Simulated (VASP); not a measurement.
Here is a VASP 6.6.1 calculation.

Contents of INCAR:

```
SYSTEM = TaH5
PREC = Accurate
ENCUT = 520
EDIFF = 1E-6
ISMEAR = 0
SIGMA = 0.2
LREAL = .False.
LASPH = .True.
NELM = 60
ALGO = Normal
ISIF = 2
LWAVE = .False.
LCHARG = .False.
GGA = PE
NBANDS = 28
```

KPOINTS

```
Automatic mesh
0
Gamma
  8 6 4
  0 0 0
```

File POSCAR:

```
TaH5
1.0
    0.0000000000      0.0000000000     -3.1311587708
    1.7770964243     -3.0780212969      0.0000000000
   -5.3312892730     -3.0780212969      0.0000000000
Ta H
2 10
Direct
    0.5000000000      0.5000000000      0.5000000000
    0.5000000000      1.0000000000      1.0000000000
    0.0000000000      0.3481358044      0.6518641956
    0.0000000000      0.8481358044      0.1518641956
    0.0000000000      0.8481358044      0.8481358044
    0.0000000000      0.3481358044      0.3481358044
    0.0000000000      0.8037283912      0.5000000000
    0.0000000000      0.3037283912      1.0000000000
    0.5000000000      0.0000000000      0.6666666667
    0.5000000000      0.5000000000      0.1666666667
    0.5000000000      0.5000000000      0.8333333333
    0.5000000000      1.0000000000      0.3333333333
```

Potentials or basis: VASP PAW PBE potentials, release 64 (Ta_pv, H).

Launch:

```console
$ cat potpaw_PBE.64/Ta_pv/POTCAR potpaw_PBE.64/H/POTCAR > POTCAR
$ mpirun -np 1 vasp_std > vasp.out
```

(1) What does it give for the band gap on the k mesh?

(2) What does it give for the largest force?

## Answers

(1) zero (bands 16 and 17 overlap by 1.72 eV).

(2) 0.019 eV/Å.

Caveat: spin-orbit coupling is left out, which moves the levels of the heavy elements.
